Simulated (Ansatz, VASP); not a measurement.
# BaTiO3 in VASP and in Ansatz

Contents of INCAR:

```
  ALGO = Normal
  EDIFF = 1E-7
  ENCUT = 520
  GGA = PS
  ISIF = 2
  ISMEAR = 0
  LASPH = True
  LCHARG = True
  LELF = True
  LREAL = False
  LVHAR = True
  LWAVE = False
  NBANDS = 28
  NELM = 60
  PREC = Accurate
  SIGMA = 0.05
```

Contents of KPOINTS:

```
k-points
0
Gamma
  6 6 6
```

The input POSCAR:

```
BaTiO3
1.0
    4.0060000000      0.0200300000      0.0200300000
    0.0200300000      4.0060000000      0.0200300000
    0.0200300000      0.0200300000      4.0060000000
Ba Ti O
1 1 3
Direct
    0.5000000000      0.5000000000      0.5000000000
    0.0000000000      0.0000000000      0.0000000000
    0.5000000000      0.0000000000      0.0000000000
    0.0000000000      0.5000000000      0.0000000000
    0.0000000000      0.0000000000      0.5000000000
```

Input for Ansatz:

```yaml
crystal:
  lattice:
    - [4.006, 0.020030000000000006, 0.020030000000000006]
    - [0.020030000000000006, 4.006, 0.020030000000000006]
    - [0.020030000000000006, 0.020030000000000006, 4.006]
  atoms:
    - { symbol: Ba, position: [0.5, 0.5, 0.5] }
    - { symbol: Ti, position: [0.0, 0.0, 0.0] }
    - { symbol: O, position: [0.5, 0.0, 0.0] }
    - { symbol: O, position: [0.0, 0.5, 0.0] }
    - { symbol: O, position: [0.0, 0.0, 0.5] }
basis:
  ecutwfc: 550.0
kpoints:
  mp_grid:
    grid: [6, 6, 6]
hamiltonian:
  xc: pbesol
scf:
  occupations:
    method: gaussian
    width: 0.05
output:
  stress: true
```

Alike in both runs: task single point; functional PBEsol; k mesh 6 × 6 × 6; occupations gaussian, width 0.05 eV; no spin polarisation.

|  | VASP | Ansatz |
| --- | --- | --- |
| version | VASP 6.6.1 | Ansatz 0.2.0 |
| potentials or method | VASP PAW PBE potentials, release 64 (Ba_sv, Ti_sv, O), cutoff 520 eV | plane waves, PAW |
| valence electrons in the cell | 40 | 40 |

Ansatz gave:

| Quantity | Value |
| --- | --- |
| pressure (GPa) | -4.6 |
| traceless stress, the component that is largest in VASP (GPa) | -1.19 |

Problem. Estimate VASP's values.

Solution. Pressure (GPa): -2.8; traceless stress, the component that is largest in VASP (GPa): -1.23.

VASP's potentials were made for PBE, not for PBEsol. With one functional, cell and mesh, what is left measures potentials, basis and numerics.

Neither program's run includes spin-orbit coupling.
